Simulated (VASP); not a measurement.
A run of VASP 6.6.1 is set up as follows.

INCAR

```
SYSTEM = Sn3O8
ALGO = Normal ; EDIFF = 1E-6
ENCUT = 520 ; GGA = PE
ISIF = 2 ; ISMEAR = -1
LASPH = .TRUE. ; LCHARG = .FALSE.
LREAL = .FALSE. ; LWAVE = .FALSE.
NBANDS = 56 ; NELM = 80
PREC = Accurate ; SIGMA = 0.05
```

KPOINTS

```
k-points
0
G
  3 3 2
  0 0 0
```

File POSCAR:

```
Sn3O8
1.0
    4.7083472500      0.0000000000      0.0000000000
    0.0000000000      4.7083472500      0.0000000000
    0.0000000000      0.0000000000      6.3331146200
Sn O
3 8
Direct
    0.0008170595     -0.0025316739      0.0079054309
    0.0020984009     -0.0035141843      0.5174149209
    0.5037387589      0.4993654621      0.2374632531
    0.3973935865      0.1978190967      0.0240354090
    0.1183606413      0.7338810875      0.2645894004
    0.6005018003      0.8050750717      0.0223212445
    0.8857326740      0.2612190509      0.2641517011
    0.4240812952      0.1312233290      0.4869048146
    0.0347816317      0.7195448467      0.7600157725
    0.5769553212      0.8684062120      0.4846356310
    0.9623542529      0.2727407160      0.7592960634
```

Potentials or basis: VASP PAW PBE potentials, release 64 (Sn_d, O).

Launch:

```sh
$ cat potpaw_PBE.64/Sn_d/POTCAR potpaw_PBE.64/O/POTCAR > POTCAR
$ mpirun -np 1 vasp_std > vasp.out
```

Problem. Predict the pressure.

Solution. 5.7 GPa.

Problem. Estimate the band gap on the k mesh.

Solution. Zero (band 45 reaches 4.64 eV, above the bottom of band 46 at 4.35 eV).

Problem. Predict the largest force.

Solution. 1.001 eV/Å.

Stress tensor (GPa, compression positive):
```
 9.16  4.87 -0.05
 4.87  1.30  0.26
-0.05  0.26  6.65
```

Caveat: the k points lie up to 0.50 Å⁻¹ apart; spin-orbit coupling is left out, which moves the levels of the heavy elements.
